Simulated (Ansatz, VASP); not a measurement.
# One calculation of Sb, two programs

```
Sb
1.0
     3.10727    0.00000    0.00000
     0.00000    3.10727    0.00000
     0.00000    0.00000    3.10727
Sb
1
Direct
  0.00000 0.00000 0.00000
```

Alike in both runs: functional PBE; k mesh 13 × 13 × 13; occupations fermi-dirac, width 0.05 eV; no spin polarisation.

Ansatz relaxed the structure, and its values are those at the end. VASP's run is a single point on that final structure, the one shown.

|  | VASP | Ansatz |
| --- | --- | --- |
| version | VASP 6.6.1 | Ansatz 0.2.0 |
| potentials or method | VASP PAW PBE potentials, release 64 (Sb), cutoff 520 eV | all-electron LAPW, scalar-relativistic |

```csv
,VASP,Ansatz,Ansatz less VASP
pressure (GPa),0.0,0.0,+0.03
```

Ansatz ran all-electron here, and VASP with PAW potentials.

Spin-orbit coupling is off throughout.
